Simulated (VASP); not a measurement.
# TlTe3P: relaxation of cell and atoms with PBE

The system is TlTe3P.

```
CELL_PARAMETERS angstrom
5.40975 0.00000 0.00000
0.00000 5.40975 0.00000
0.00000 0.00000 5.40975
ATOMIC_POSITIONS crystal
Tl 0.00000 0.00000 0.00000
Te 0.00000 0.50000 0.50000
Te 0.50000 0.00000 0.50000
Te 0.50000 0.50000 0.00000
P 0.50000 0.50000 0.50000
```

```json
{
  "Program": "VASP 6.6.1",
  "Task": "relaxation of cell and atoms",
  "Functional": "PBE",
  "Potentials or basis": "VASP PAW PBE potentials, release 64 (Tl_d, Te, P)",
  "Cutoff": "600 eV",
  "k mesh": "8 × 8 × 8",
  "Occupations": "gaussian, width 0.1 eV",
  "Spin": "no spin polarisation",
  "Dipole correction": "no",
  "Further INCAR settings": "ALGO = Normal; EDIFF = 1e-06; IBRION = 2; EDIFFG = -0.01; NSW = 100; ISIF = 3"
}
```

```yaml
Relaxed_volume: 31.30 Å³/atom
Relaxed_cell: a = 5.389 Å, b = 5.389 Å, c = 5.389 Å, α = 90.00°, β = 90.00°, γ = 90.00°
Space_group_after_relaxing_to_0.1_Å: Pm-3m (No. 221)
Energy_gained_by_relaxing: 0.4 meV/atom
Ionic_steps: 2
Pressure_after_relaxing: 0.0 GPa
Band_gap_on_the_k_mesh: zero (bands 18 and 19 overlap by 1.25 eV)
```

The path:
```tsv
step	energy change (eV)	largest force (eV/Å)	pressure (GPa)	volume (Å³)
1	0.0000	0.0000	-0.40	158.32
2	-0.0022	0.0000	0.01	156.51
```

Final structure:
```yaml
crystal:
  lattice:
    - [5.38905, 0.00000, 0.00000]
    - [0.00000, 5.38905, 0.00000]
    - [0.00000, 0.00000, 5.38905]
  atoms:
    - { symbol: Tl, position: [0.00000, 0.00000, 0.00000] }
    - { symbol: Te, position: [0.00000, 0.50000, 0.50000] }
    - { symbol: Te, position: [0.50000, 0.00000, 0.50000] }
    - { symbol: Te, position: [0.50000, 0.50000, 0.00000] }
    - { symbol: P, position: [0.50000, 0.50000, 0.50000] }
```

Levels at points of the mesh, in eV from the Fermi level:
| k point | band 16 | band 17 | band 18 | band 19 | band 20 | band 21 |
| --- | --- | --- | --- | --- | --- | --- |
| (0.00, 0.00, 0.00) | -0.89 | -0.58 | -0.58 | -0.58 | 4.19 | 4.19 |
| (0.50, 0.00, 0.00) | -1.08 | -0.45 | -0.45 | -0.19 | 1.07 | 2.44 |
| (0.50, 0.50, 0.00) | -1.45 | -0.67 | -0.14 | -0.14 | 0.57 | 0.97 |
| (0.50, 0.50, 0.50) | -0.25 | -0.25 | -0.25 | 0.98 | 0.98 | 0.98 |

Run time: 89 s on 1 thread of Intel(R) Xeon(R) 6975P-C (Granite Rapids), with other jobs on the host, peak memory 0.44 GiB.

Caveat: spin-orbit coupling is left out, which moves the levels of the heavy elements.
